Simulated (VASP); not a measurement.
# BiTe: single point with PBEsol

BiTe:

```
Bi Te
1.0
     3.24511    3.24511    0.00000
    -3.24511    3.24511    0.00000
     0.00000    0.00000    6.49022
Bi Te
2 2
Direct
  0.00000 0.00000 0.00000
  0.50000 0.50000 0.50000
  0.50000 0.50000 0.00000
  0.00000 0.00000 0.50000
```

This cell differs from its parent crystal: equal strain along all axes, cell held: +1.5 %.

| Item | Value |
| --- | --- |
| Program | VASP 6.6.1 |
| Task | single point |
| Functional | PBEsol |
| Potentials or basis | VASP PAW PBE potentials, release 64 (Bi_d, Te) |
| Cutoff | 520 eV |
| k mesh | 12 × 12 × 8 |
| Occupations | gaussian, width 0.1 eV |
| Spin | no spin polarisation |
| Dipole correction | no |
| Further INCAR settings | ALGO = Fast; EDIFF = 1e-06; NBANDS = 29 |

```json
{
  "Pressure": "-2.2 GPa",
  "Band gap on the k mesh": "zero (bands 21 and 22 overlap by 3.35 eV)"
}
```

Levels at points of the mesh, in eV from the Fermi level:
```tsv
k point	band 17	band 18	band 19	band 20	band 21	band 22	band 23	band 24	band 25	band 26
(0.00, 0.00, 0.00)	-3.95	-2.49	-2.49	-2.49	2.15	2.15	2.15	2.23	3.57	3.57
(0.50, 0.00, 0.00)	-2.14	-2.14	-2.06	-2.06	-0.06	-0.06	-0.01	-0.01	3.18	3.18
(0.50, 0.50, 0.00)	-3.95	-3.95	-3.95	-3.95	2.23	2.23	3.57	3.57	3.57	3.57
(0.00, 0.00, 0.50)	-3.31	-3.31	-2.71	-2.71	0.82	0.82	2.71	2.71	2.71	2.71
(0.50, 0.00, 0.50)	-1.86	-1.86	-1.59	-1.59	-0.83	-0.83	-0.60	-0.60	-0.60	-0.60
(0.50, 0.50, 0.50)	-4.91	-4.91	-1.54	-1.54	-0.24	-0.24	3.91	3.91	3.91	3.91
```

Run time: 12 min on 1 thread of AMD EPYC 9755 128-Core Processor (shared host), peak memory 0.54 GiB.

Caveat: the cell differs from its parent crystal (equal strain along all axes, cell held: +1.5 %); the PAW data sets were made with another functional, which shifts forces and pressure a little; spin-orbit coupling is left out, which moves the levels of the heavy elements.
